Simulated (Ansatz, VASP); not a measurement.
## Hf: VASP beside Ansatz

Contents of INCAR:

```
PREC     = Accurate       # precision mode
ENCUT    = 520            # plane-wave cutoff, eV
EDIFF    = 1E-6           # SCF threshold, eV
ISMEAR   = -1             # smearing method
SIGMA    = 0.1            # smearing width, eV
LREAL    = False          # projectors in reciprocal space
LASPH    = True           # aspherical terms in the spheres
NELM     = 80             # most SCF steps
ALGO     = Normal         # electronic algorithm
ISIF     = 2              # what is computed and relaxed
LWAVE    = False          # write WAVECAR
LCHARG   = True           # write CHGCAR
GGA      = PE             # functional
LELF     = True           # ELF
LVHAR    = True         
NBANDS   = 11             # bands
```

File KPOINTS:

```
Automatic mesh
0
Gamma
  16 16 16
```

File POSCAR:

```
Hf
1.0
    0.0000000000      1.8042140931      1.8042140931
    1.8042140931      0.0000000000      1.8042140931
    1.8042140931      1.8042140931      0.0000000000
Hf
1
Direct
    0.0000000000      0.0000000000      0.0000000000
```

Input for Ansatz:

```yaml
crystal:
  lattice:
    - [0.0, 1.8042140931, 1.8042140931]
    - [1.8042140931, 0.0, 1.8042140931]
    - [1.8042140931, 1.8042140931, 0.0]
  atoms:
    - { symbol: Hf, position: [0.0, 0.0, 0.0] }
kpoints:
  mp_grid: { grid: [16, 16, 16] }
scf:
  occupations: { method: fermi_dirac, width: 0.1 }
hamiltonian:
  xc: pbe
  pseudopotentials: { kind: paw }
output:
  forces: true
  stress: true
  eigenvalues: true
  populations: true
```

Change from the starting cell: volume scaled by 0.52, PAW files.

Alike in both runs: task single point; functional PBE; k mesh 16 × 16 × 16; occupations fermi-dirac, width 0.1 eV; no spin polarisation.

|  | VASP | Ansatz |
| --- | --- | --- |
| version | VASP 6.6.1 | Ansatz 0.2.0 |
| potentials or method | VASP PAW PBE potentials, release 64 (Hf_pv) | PAW with Ansatz's default frozen-core files, scalar-relativistic |
| plane-wave cutoff (eV) | 520 | 420 |
| valence electrons in the cell | 10 | 26 |

```tsv
	VASP	Ansatz	Ansatz less VASP
pressure (GPa)	203.1	206.8	+3.72
```

Both programs put the cell under a high pressure, so it lies far from rest at this level. VASP's potentials hold 10 valence electrons a cell and Ansatz's 26, so a difference there can come from the potentials and not from the codes.

Spin-orbit coupling is off throughout. Noted on VASP's run: the cell as given lies far from equilibrium.
